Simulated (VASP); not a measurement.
Set up this calculation in VASP 6.6.1, as the native input.

* Task: single point
* Functional: HSE06
* Potentials or basis: VASP PAW PBE potentials, release 64 (Mg, I)
* Cutoff: 520 eV
* k mesh: 4 × 4 × 4
* Occupations: gaussian, width 0.01 eV
* Spin: no spin polarisation
* Dipole correction: no
* Grid for exact exchange (PRECFOCK): Normal
* Further INCAR settings: ALGO = Normal; EDIFF = 1e-06; NBANDS = 15
* Share of exact exchange: 0.25
* Screening parameter: 0.2079 1/Å

MgI2:

```xyz
3
Lattice="0.0000 3.6968 3.6968 3.6968 0.0000 3.6968 3.6968 3.6968 0.0000" Properties=species:S:1:pos:R:3 pbc="T T T"
Mg    0.0000    0.0000    0.0000
I     1.8484    1.8484    1.8484
I     5.5451    5.5451    5.5451
```

This cell differs from its parent crystal: strain -1.6%.

One way to write it, as run:

POSCAR

```
MgI2
1.0
    0.0000000000      3.6967557752      3.6967557752
    3.6967557752      0.0000000000      3.6967557752
    3.6967557752      3.6967557752      0.0000000000
Mg I
1 2
Direct
    0.0000000000      0.0000000000      0.0000000000
    0.2500000000      0.2500000000      0.2500000000
    0.7500000000      0.7500000000      0.7500000000
```

INCAR.step1

```
SYSTEM = MgI2
PREC = Accurate ; ENCUT = 520
EDIFF = 1E-5 ; ISMEAR = 0
SIGMA = 0.01 ; LREAL = .False.
LASPH = .True. ; NELM = 60
ALGO = Normal ; ISIF = 2
LWAVE = .True. ; LCHARG = .False.
GGA = PE ; NBANDS = 15
```

INCAR.step2

```
SYSTEM = MgI2
PREC = Accurate ; ENCUT = 520
EDIFF = 1E-6 ; ISMEAR = 0
SIGMA = 0.01 ; LREAL = .False.
LASPH = .True. ; NELM = 60
ALGO = Normal ; ISIF = 2
LWAVE = .False. ; LCHARG = .False.
GGA = PE ; LHFCALC = .True.
HFSCREEN = 0.2079 ; PRECFOCK = Normal
ISTART = 1 ; NBANDS = 15
```

KPOINTS

```
regular mesh
0
Gamma
  4 4 4
  0 0 0
```

Potentials or basis: VASP PAW PBE potentials, release 64 (Mg, I).

The run is started by

```sh
$ cat potpaw_PBE.64/Mg/POTCAR potpaw_PBE.64/I/POTCAR > POTCAR
$ cp INCAR.step1 INCAR
$ mpirun -np 1 vasp_std > vasp.out
$ cp INCAR.step2 INCAR
$ mpirun -np 1 vasp_std > vasp.out
```

Results of the run:

```yaml
Pressure: 1.0 GPa
Band_gap_on_the_k_mesh: 1.47 eV (least direct gap 1.68 eV)
```

Caveat: the cell differs from its parent crystal (strain -1.6%); the structure was generated, so it needn't be the stable form of MgI2; the PAW data sets were made with another functional, which shifts forces and pressure a little; spin-orbit coupling is left out, which moves the levels of the heavy elements.

Run time: 20 min on 1 thread of Oxide Virtual Turin-like Processor, on a shared host, peak memory 0.32 GiB.
